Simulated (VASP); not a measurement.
Wanted: the native input for a VASP 6.6.1 run.

```yaml
Task: single point
Functional: PBEsol
Potentials_or_basis: VASP PAW PBE potentials, release 64 (Ni, Si)
Cutoff: 520 eV
k_mesh: 14 × 14 × 14
Occupations: fermi-dirac, width 0.08 eV
Spin: no spin polarisation
Dipole_correction: no
Further_INCAR_settings: ALGO = Normal; EDIFF = 1e-07; NBANDS = 14
```

The structure of SiNi (rocksalt type) lies in POSCAR:

```
SiNi
1.0
    0.0000000000      1.9187473719      1.9187473719
    1.9187473719      0.0000000000      1.9187473719
    1.9187473719      1.9187473719      0.0000000000
Ni Si
1 1
Direct
    0.0000000000      0.0000000000      0.0000000000
    0.5000000000      0.5000000000      0.5000000000
```

One way to write it, as run:

INCAR

```
PREC = Accurate
ENCUT = 520
EDIFF = 1E-7
ISMEAR = -1
SIGMA = 0.08
LREAL = F
LASPH = T
NELM = 100
ALGO = Normal
ISIF = 2
LWAVE = F
LCHARG = F
GGA = PS
NBANDS = 14
```

KPOINTS

```
Automatic mesh
0
Gamma
  14 14 14
```

Potentials or basis: VASP PAW PBE potentials, release 64 (Ni, Si).

The run is started by

```bash
$ cat potpaw_PBE.64/Ni/POTCAR potpaw_PBE.64/Si/POTCAR > POTCAR
$ mpirun -np 1 vasp_std > vasp.out
```

Results of the run:

```yaml
Pressure: 344.3 GPa
Band_gap_on_the_k_mesh: zero (bands 7 and 8 overlap by 9.65 eV)
```

Caveat: the cell stands under pressure; the PAW data sets were made with another functional, which shifts forces and pressure a little.

It took 35 s on 1 thread of Intel Xeon 8259CL (shared host), peak memory 0.14 GiB.
